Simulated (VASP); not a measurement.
# Sb (P6_3/mmc) in VASP: further runs

The runs below take Sb through relaxation of cell and atoms, with PBE.

Everything below comes from runs of VASP 6.6.1. Logs are shortened: lines on timing, memory, paths and dates and some standing lists are left out, and cuts for length are marked.

## 1. The cell of the first run

The structure is hexagonal, space group P6_3/mmc (No. 194). The conventional cell has a = 5.176 Å, b = 5.176 Å, c = 8.867 Å, α = 90.00°, β = 90.00°, γ = 120.00°. Within 3.3 Å of Sb (site symmetry 3m) lie 5 Sb at 2.41 to 3.23 Å. Sb (site symmetry -6m2) has 8 Sb at 3.22 to 3.23 Å within 4.2 Å.

The cell was built from a structure type or drawn by symmetry, and may not be a known phase.

## 2. Relaxation of cell and atoms, PBE

Input file INCAR:

```
SYSTEM = Sb
  ALGO = Normal
  EDIFF = 1E-6
  EDIFFG = -0.04
  ENCUT = 600
  GGA = PE
  IBRION = 2
  ISIF = 3
  ISMEAR = 0
  LASPH = .TRUE.
  LCHARG = .FALSE.
  LREAL = .FALSE.
  LWAVE = .FALSE.
  NELM = 80
  NSW = 90
  PREC = Accurate
  SIGMA = 0.1
```

Input file KPOINTS:

```
k-points
0
G
  6 6 2
  0 0 0
```

Input file POSCAR:

```
Sb
1.0
    5.1760121200      0.0000000000      0.0000000000
   -2.5880060600      4.4825579900      0.0000000000
    0.0000000000      0.0000000000      8.8674011200
Sb
6
Direct
    0.3333333300      0.6666666700      0.1142754800
    0.6666666700      0.3333333300      0.6142754800
    0.6666666700      0.3333333300      0.8857245200
    0.3333333300      0.6666666700      0.3857245200
    0.3333333300      0.6666666700      0.7500000000
    0.6666666700      0.3333333300      0.2500000000
```

Potentials or basis: VASP PAW PBE potentials, release 64 (Sb).

Launch:

```bash
$ cat potpaw_PBE.64/Sb/POTCAR > POTCAR
$ mpirun -np 1 vasp_std > vasp.out
```

OUTCAR:

```text
SYSTEM = Sb
   EDIFF = 1E-6
   EDIFFG = -0.04
   ENCUT = 600
   GGA = PE
   IBRION = 2
   ISIF = 3
   ISMEAR = 0
   LASPH = .TRUE.
   LREAL = .FALSE.
   NELM = 80
   NSW = 90
   PREC = Accurate

 ion  position               nearest neighbor table
   1  0.333  0.667  0.114-   4 2.41   6 3.22   6 3.22   6 3.22   5 3.23   3 3.61   3 3.61   3 3.61

   2  0.667  0.333  0.614-   3 2.41   5 3.22   5 3.22   5 3.22   6 3.23   4 3.61   4 3.61   4 3.61

   3  0.667  0.333  0.886-   2 2.41   5 3.22   5 3.22   5 3.22   6 3.23   1 3.61   1 3.61   1 3.61

   4  0.333  0.667  0.386-   1 2.41   6 3.22   6 3.22   6 3.22   5 3.23   2 3.61   2 3.61   2 3.61

   5  0.333  0.667  0.750-   2 3.22   3 3.22   2 3.22   3 3.22   2 3.22   3 3.22   1 3.23   4 3.23

   6  0.667  0.333  0.250-   1 3.22   4 3.22   1 3.22   4 3.22   1 3.22   4 3.22   3 3.23   2 3.23

  LATTYP: Found a hexagonal cell.
 ALAT       =     5.1760121200
 C/A-ratio  =     1.7131724027

  Lattice vectors:

 A1 = (   5.1760121200,   0.0000000000,   0.0000000000)
 A2 = (  -2.5880060600,   4.4825579900,   0.0000000000)
 A3 = (   0.0000000000,   0.0000000000,   8.8674011200)

Analysis of symmetry for initial positions (statically):
=====================================================================
 Subroutine PRICEL returns:
 Original cell was already a primitive cell.

 Routine SETGRP: Setting up the symmetry group for a
 hexagonal supercell.

 Subroutine GETGRP returns: Found 24 space group operations
 (whereof 12 operations were pure point group operations)
 out of a pool of 24 trial point group operations.

The static configuration has the point symmetry D_3d.
 The point group associated with its full space group is D_6h.

Analysis of symmetry for dynamics (positions and initial velocities):
=====================================================================
 Subroutine PRICEL returns:
 Original cell was already a primitive cell.

 Routine SETGRP: Setting up the symmetry group for a
 hexagonal supercell.

 Subroutine GETGRP returns: Found 24 space group operations
 (whereof 12 operations were pure point group operations)
 out of a pool of 24 trial point group operations.

The dynamic configuration has the point symmetry D_3d.
 The point group associated with its full space group is D_6h.

 Subroutine INISYM returns: Found 24 space group operations
 (whereof 12 operations are pure point group operations),
 and found     1 'primitive' translations

----------------------------------------------------------------------------------------

                                     Primitive cell

  volume of cell :     205.7394

  direct lattice vectors                    reciprocal lattice vectors
     5.176012120  0.000000000  0.000000000     0.193198929  0.111543454  0.000000000
    -2.588006060  4.482557990  0.000000000     0.000000000  0.223086908  0.000000000
     0.000000000  0.000000000  8.867401120     0.000000000  0.000000000  0.112772614

  length of vectors
     5.176012120  5.176012123  8.867401120     0.223086908  0.223086908  0.112772614

  position of ions in fractional coordinates (direct lattice)
     0.333333330  0.666666670  0.114275480
     0.666666670  0.333333330  0.614275480
     0.666666670  0.333333330  0.885724520
     0.333333330  0.666666670  0.385724520
     0.333333330  0.666666670  0.750000000
     0.666666670  0.333333330  0.250000000

  ion indices of the primitive-cell ions
   primitive index   ion index
                 1           1
                 2           2
                 3           3
                 4           4
                 5           5
                 6           6

----------------------------------------------------------------------------------------

 KPOINTS: k-points

Automatic generation of k-mesh.
 Grid dimensions read from file:
 generate k-points for:    6    6    2

 Generating k-lattice:

  Cartesian coordinates                     Fractional coordinates (reciprocal lattice)
     0.032199822  0.018590576  0.000000000     0.166666667  0.000000000  0.000000000
     0.000000000  0.037181151  0.000000000     0.000000000  0.166666667  0.000000000
     0.000000000  0.000000000  0.056386307     0.000000000  0.000000000  0.500000000

  Length of vectors
     0.037181151  0.037181151  0.056386307

  Shift w.r.t. Gamma in fractional coordinates (k-lattice)
     0.000000000  0.000000000  0.000000000

 Subroutine IBZKPT returns following result:
 ===========================================

 Found     14 irreducible k-points:

 Following reciprocal coordinates:
            Coordinates               Weight
  0.000000  0.000000  0.000000      1.000000
  0.166667  0.000000  0.000000      6.000000
  0.333333 -0.000000  0.000000      6.000000
  0.500000  0.000000  0.000000      3.000000
  0.166667  0.166667  0.000000      6.000000
  0.333333  0.166667  0.000000     12.000000
  0.333333  0.333333  0.000000      2.000000
  0.000000  0.000000  0.500000      1.000000
  0.166667  0.000000  0.500000      6.000000
  0.333333 -0.000000  0.500000      6.000000
  0.500000  0.000000  0.500000      3.000000
  0.166667  0.166667  0.500000      6.000000
  0.333333  0.166667  0.500000     12.000000
  0.333333  0.333333  0.500000      2.000000
   k-points           NKPTS =     14   k-points in BZ     NKDIM =     14   number of bands    NBANDS=     19
   number of dos      NEDOS =    301   number of ions     NIONS =      6
   total plane-waves  NPLWV = 127008
   dimension x,y,z NGX =    42 NGY =   42 NGZ =   72
   dimension x,y,z NGXF=    84 NGYF=   84 NGZF=  144
   ions per type =               6
   NGX,Y,Z   is equivalent  to a cutoff of  13.49, 13.49, 13.50 a.u.
   NGXF,Y,Z  is equivalent  to a cutoff of  26.98, 26.98, 27.00 a.u.
 SYSTEM =  Sb
   PREC   = accura    normal or accurate (medium, high low for compatibility)
   ISTART =      0    job   : 0-new  1-cont  2-samecut
   ICHARG =      2    charge: 1-file 2-atom 10-const
   ISPIN  =      1    spin polarized calculation?
   LNONCOLLINEAR =      F non collinear calculations
   LSORBIT =      F    spin-orbit coupling
   LASPH  =      T    aspherical Exc in radial PAW
   ENCUT  =  600.0 eV  44.10 Ry    6.64 a.u.  10.34 10.34 17.71*2*pi/ulx,y,z
   NELM   =     80;   NELMIN=  2; NELMDL= -5     # of ELM steps
   EDIFF  = 0.1E-05   stopping-criterion for ELM
   LREAL  =      F    real-space projection
   EDIFFG = -.4E-01   stopping-criterion for IOM
   NSW    =     90    number of steps for IOM
   IBRION =      2    ionic relax: 0-MD 1-quasi-New 2-CG
   NFREE  =      1    steps in history (QN), initial steepest desc. (CG)
   ISIF   =      3    stress and relaxation
   ISYM   =      2    0-nonsym 1-usesym 2-fastsym
   POTIM  = 0.5000    time-step for ionic-motion
   TEBEG  =    0.0;   TEEND  =   0.0 temperature during run
   PSTRESS=    0.0 pullay stress
   NELECT =      30.0000    total number of electrons
   NUPDOWN=      -1.0000    fix difference up-down
   EMIN   =  10.00;   EMAX   =-10.00  energy-range for DOS
   EFERMI =   0.00;   METHOD = LEGACY
   ISMEAR =     0;   SIGMA  =   0.10  broadening in eV -4-tet -1-fermi 0-gaus
   EFERMI_NEDOS =   21; number of points for ismear=-14 and -15
   IALGO  =     38    algorithm
   IMIX   =      4    mixing-type and parameters
     AMIX     =   0.40;   BMIX     =  1.00
     AMIX_MAG =   1.60;   BMIX_MAG =  1.00
  volume/ion in A,a.u.               =      34.29       231.40
  Fermi-wavevector in a.u.,A,eV,Ry     =   0.861673  1.628327 10.102070  0.742481
  Thomas-Fermi vector in A             =   1.979362
   LORBIT       =      0    0 simple, 1 ext, 2 COOP (PROOUT), +10 PAW based schemes
   GGA     = PE    functional components
   LHFCALC =     F    Hartree Fock is set to
   AEXX    =    0.0000 exact exchange contribution
   IVDW    =     0    specifies the selected vdW correction
   LEPSILON=     F    determine dielectric tensor
   LRPA    =     F    only Hartree local field effects (RPA)
 conjugate gradient relaxation of ions
 non-spin polarized calculation
 Gauss-broadening in eV      SIGMA  =   0.10
  energy-cutoff  :      600.00
  volume of cell :      205.74
 maximum number of plane-waves:      6929
 NGX is ok and might be reduce to    42

--------------------------------------- Ionic step        1  -------------------------------------------

 number of electron      30.0000001 magnetization

 Free energy of the ion-electron system (eV)
  ---------------------------------------------------
  ext. energy  EPLUGINS =         0.00000000
  ---------------------------------------------------
  free energy    TOTEN  =       -18.96862438 eV

  energy without entropy =      -18.92559007  energy(sigma->0) =      -18.94710722

------------------------ aborting loop because EDIFF is reached ----------------------------------------

  FORCE on cell =-STRESS in cart. coord.  units (eV):
  Direction    XX          YY          ZZ          XY          YZ          ZX
  --------------------------------------------------------------------------------------
  -------------------------------------------------------------------------------------
  Total        1.5400271      1.5400271     30.1661629     -0.0000000      0.0000000      0.0000000
  in kB       11.9928219     11.9928220    234.9162713     -0.0000000      0.0000000      0.0000000
  external PRESSURE =      86.3006384 kB  Pullay stress =       0.0000000 kB
[... 101 lines left out ...]
  FREE ENERGIE OF THE ION-ELECTRON SYSTEM (eV)
  ---------------------------------------------------
  free  energy   TOTEN  =       -21.7690893583 eV

  energy  without entropy=      -21.7372812620  energy(sigma->0) =      -21.75318531

 E-fermi :   4.8332     XC(G=0):  -8.4178

 val. band max:        4.7563369111   @ k =   0.1667   0.0000   0.5000
 cond. band min:       4.8642315637   @ k =   0.0000   0.0000   0.5000
 fundamental gap:      0.1078946527
 Fermi energy:         4.8332427584

 k-point     1 :       0.0000    0.0000    0.0000
  band No.  band energies     occupation
      1      -6.8563      2.00000
      2      -5.6963      2.00000
      3      -4.8744      2.00000
      4      -2.8205      2.00000
      5      -2.3037      2.00000
      6      -2.2591      2.00000
[... 11 lines left out ...]
     18       5.0568      0.00157
     19       5.6077      0.00000
[... 269 lines left out ...]
      3      -4.8501      2.00000
      4      -4.8501      2.00000
      5      -3.0140      2.00000
      6      -3.0140      2.00000
[... 11 lines left out ...]
     18       5.8954      0.00000
     19       6.9722      0.00000

 E-fermi :   9.0050     XC(G=0): -10.0989

 val. band max:        9.0009767674   @ k =   0.3333  -0.0000   0.0000
 cond. band min:       9.0809390641   @ k =   0.1667   0.1667   0.5000
 fundamental gap:      0.0799622966
 Fermi energy:         9.0050233536

 k-point     1 :       0.0000    0.0000    0.0000
  band No.  band energies     occupation
      1      -4.9590      2.00000
      2      -3.4679      2.00000
      3      -3.2329      2.00000
      4       1.1806      2.00000
      5       1.3011      2.00000
      6       3.8375      2.00000
[... 11 lines left out ...]
     18      10.0849      0.00000
     19      10.9493      0.00000
[... 269 lines left out ...]
      3      -1.8054      2.00000
      4      -1.8054      2.00000
      5       0.3732      2.00000
      6       0.3732      2.00000
[... 11 lines left out ...]
     18      11.7818      0.00000
     19      11.7818      0.00000

[... ionic steps 4 to 18 ...]

--------------------------------------- Ionic step       19  -------------------------------------------

 number of electron      30.0000002 magnetization

------------------------ aborting loop because EDIFF is reached ----------------------------------------

  FORCE on cell =-STRESS in cart. coord.  units (eV):
  Direction    XX          YY          ZZ          XY          YZ          ZX
  --------------------------------------------------------------------------------------
  -------------------------------------------------------------------------------------
  Total       -0.1884342     -0.1884342      0.3733777      0.0000000      0.0000000     -0.0000000
  in kB       -1.6510043     -1.6510043      3.2714229      0.0000000      0.0000000     -0.0000000
  external PRESSURE =      -0.0101952 kB  Pullay stress =       0.0000000 kB
[... 65 lines left out ...]
  energy  without entropy=      -23.9301945871  energy(sigma->0) =      -23.94126719

--------------------------------------- Ionic step       21  -------------------------------------------

 number of electron      30.0000004 magnetization

 Free energy of the ion-electron system (eV)
  ---------------------------------------------------
  ext. energy  EPLUGINS =         0.00000000
  ---------------------------------------------------
  free energy    TOTEN  =       -23.95393236 eV

  energy without entropy =      -23.93192961  energy(sigma->0) =      -23.94293098

 E-fermi :   6.8164     XC(G=0):  -9.5395

 val. band max:        6.8005528954   @ k =   0.3333  -0.0000   0.5000
 cond. band min:       6.9022048314   @ k =   0.5000   0.0000   0.5000
 fundamental gap:      0.1016519360
 Fermi energy:         6.8164120761

 k-point     1 :       0.0000    0.0000    0.0000
  band No.  band energies     occupation
      1      -5.3697      2.00000
      2      -4.3723      2.00000
      3      -4.3485      2.00000
      4      -1.4604      2.00000
      5      -1.4420      2.00000
      6       1.7366      2.00000
[... 11 lines left out ...]
     18       8.5583      0.00000
     19       8.9086      0.00000
[... 317 lines left out ...]
  FREE ENERGIE OF THE ION-ELECTRON SYSTEM (eV)
  ---------------------------------------------------
  free  energy   TOTEN  =       -23.9539323625 eV

  energy  without entropy=      -23.9319296050  energy(sigma->0) =      -23.94293098

 reached required accuracy - stopping structural energy minimisation
```

Run time: 11 min. Hardware: 1 thread of Intel Xeon 6975P-C (Granite Rapids), shared host; peak memory 0.39 GiB.

What came out:

```
Free energy                           : -23.9539 eV
Relaxed volume                        : 30.49 Å³/atom
Relaxed cell                          : a = 4.171 Å, b = 4.171 Å, c = 12.142 Å, α = 90.00°, β = 90.00°, γ = 120.00°
Space group after relaxing (to 0.1 Å) : P6_3/mmc (No. 194)
Energy gained by relaxing             : 830.9 meV/atom
Ionic steps                           : 21
Pressure after relaxing               : -0.1 GPa
Largest force after relaxing          : 0.022 eV/Å
Band gap on the k mesh                : zero (bands 15 and 16 overlap by 2.62 eV)
```

Forces in eV/Å, atoms in the order of the input:
```
Sb   0.000  0.000  0.022
Sb   0.000  0.000  0.022
Sb   0.000  0.000 -0.022
Sb   0.000  0.000 -0.022
Sb   0.000  0.000  0.000
Sb   0.000  0.000  0.000
```

Stress tensor (GPa, compression positive):
```
-0.11  0.00  0.00
 0.00 -0.11  0.00
 0.00  0.00 -0.02
```

Step by step:
```
step  energy change (eV)  largest force (eV/Å)  pressure (GPa)  volume (Å³)
   1              0.0000                6.5103            8.63       205.74
   2             -1.9852                0.1421           -6.65       262.01
   3             -2.8005                0.0853           -3.74       232.55
   4             -2.8115                0.1304           -3.51       231.40
   5             -2.8185                0.3378           -2.87       228.47
   6             -2.8201                0.2707           -3.06       229.30
   7             -3.3178                0.3220           -1.14       210.49
   8             -2.5833                0.2346           15.14       158.59
   9             -3.6132                0.2791            1.96       192.76
  10             -3.8779                0.0156            1.56       190.00
  11             -3.9906                0.0561            1.99       187.99
  12             -4.4601                0.1317            2.25       183.40
  13             -4.8514                0.3446            3.54       172.06
  14             -4.8721                0.3184            3.27       173.41
  15             -4.8935                0.1095           -2.29       189.86
  16             -4.9704                0.1899            0.07       181.90
  17             -4.9704                0.1921            0.13       181.73
  18             -4.9795                0.1374            0.07       182.21
  19             -4.9837                0.0541            0.00       182.86
  20             -4.9837                0.0622            0.00       182.80
  21             -4.9853                0.0223           -0.08       182.92
```

Final structure:
```cif
data_structure
_symmetry_space_group_name_H-M 'P 1'
_symmetry_Int_Tables_number 1
_cell_length_a 4.1707
_cell_length_b 4.1707
_cell_length_c 12.1423
_cell_angle_alpha 90.000
_cell_angle_beta 90.000
_cell_angle_gamma 120.000
_cell_volume 182.92
loop_
_atom_site_label
_atom_site_type_symbol
_atom_site_fract_x
_atom_site_fract_y
_atom_site_fract_z
_atom_site_occupancy
Sb1 Sb 0.33333 0.66667 0.08306 1
Sb2 Sb 0.66667 0.33333 0.58306 1
Sb3 Sb 0.66667 0.33333 0.91694 1
Sb4 Sb 0.33333 0.66667 0.41694 1
Sb5 Sb 0.33333 0.66667 0.75000 1
Sb6 Sb 0.66667 0.33333 0.25000 1
```

Levels at points of the mesh, in eV from the Fermi level:
```
           k point  band 12  band 13  band 14  band 15  band 16  band 17  band 18  band 19
(0.00, 0.00, 0.00)    -0.16    -0.16    -0.14    -0.14     1.74     1.74     1.74     2.09
(0.50, 0.00, 0.00)    -1.84    -1.58    -1.55    -0.59     0.97     0.99     1.51     1.77
(0.00, 0.00, 0.50)    -0.85     0.84     0.84     0.84     0.84     1.08     1.08     2.07
(0.50, 0.00, 0.50)    -2.39    -1.04    -1.04    -0.23    -0.23     0.09     0.09     2.18
```

Caveat: a cell axis changed by over 15 % at a fixed basis, so the end point is rough; spin-orbit coupling is left out, which moves the levels of the heavy elements.

## 3. Relaxation of cell and atoms, PBE

This run uses another cell than the first one: it holds 2 atoms, not 6.

Input file INCAR:

```
  PREC = Accurate
  ENCUT = 600
  EDIFF = 1E-6
  ISMEAR = 0
  SIGMA = 0.1
  LREAL = F
  LASPH = T
  NELM = 80
  ALGO = Normal
  ISIF = 3
  LWAVE = F
  LCHARG = F
  GGA = PE
  IBRION = 2
  NSW = 100
  EDIFFG = -0.01
```

Input file KPOINTS:

```
Automatic mesh
0
Gamma
  18 18 14
```

Input file POSCAR:

```
Sb
1.0
    4.1667190860      0.0000000000      0.0000000000
   -2.0833595430      3.6084845789      0.0000000000
    0.0000000000      0.0000000000      4.0489985025
Sb
2
Direct
    0.3333333333      0.6666666667      0.2500000000
    0.6666666667      0.3333333333      0.7500000000
```

Potentials or basis: VASP PAW PBE potentials, release 64 (Sb).

Launch:

```bash
$ cat potpaw_PBE.64/Sb/POTCAR > POTCAR
$ mpirun -np 1 vasp_std > vasp.out
```

Run time: 2 min. Hardware: 1 thread of Intel Xeon 6975P-C (Granite Rapids), shared host; peak memory 0.35 GiB.

Results (log left out):

| Item | Value |
| --- | --- |
| Free energy | -7.9680 eV |
| Relaxed volume | 30.20 Å³/atom |
| Relaxed cell | a = 4.149 Å, b = 4.149 Å, c = 4.053 Å, α = 90.00°, β = 90.00°, γ = 120.00° |
| Space group after relaxing (to 0.1 Å) | P6_3/mmc (No. 194) |
| Energy gained by relaxing | 0.3 meV/atom |
| Ionic steps | 5 |
| Pressure after relaxing | 0.0 GPa |
| Band gap on the k mesh | zero (bands 5 and 6 overlap by 3.04 eV) |

Step by step:
| step | energy change (eV) | largest force (eV/Å) | pressure (GPa) | volume (Å³) |
| --- | --- | --- | --- | --- |
| 1 | 0.0000 | 0.0000 | -0.32 | 60.88 |
| 2 | -0.0004 | 0.0000 | 0.12 | 60.35 |
| 3 | -0.0005 | 0.0000 | 0.04 | 60.45 |
| 4 | -0.0006 | 0.0000 | 0.02 | 60.42 |
| 5 | -0.0006 | 0.0000 | 0.01 | 60.41 |

Final structure:
```
CELL_PARAMETERS angstrom
4.14859 0.00000 0.00000
-2.07430 3.59278 0.00000
0.00000 0.00000 4.05293
ATOMIC_POSITIONS crystal
Sb 0.33333 0.66667 0.25000
Sb 0.66667 0.33333 0.75000
```

Levels at points of the mesh, in eV from the Fermi level:
```tsv
k point	band 1	band 2	band 3	band 4	band 5	band 6	band 7	band 8	band 9
(0.00, 0.00, 0.00)	-12.36	-5.17	-2.72	-1.17	-1.17	2.02	2.02	3.20	5.71
(0.50, 0.00, 0.00)	-10.46	-8.77	-2.78	-1.96	-0.76	1.27	1.62	3.42	4.59
(0.00, 0.00, 0.50)	-10.11	-10.11	0.76	0.76	0.76	0.76	1.05	1.05	6.46
(0.50, 0.00, 0.50)	-8.75	-8.75	-4.80	-4.80	-0.34	-0.34	2.08	2.08	9.67
```

Caveat: spin-orbit coupling is left out, which moves the levels of the heavy elements.
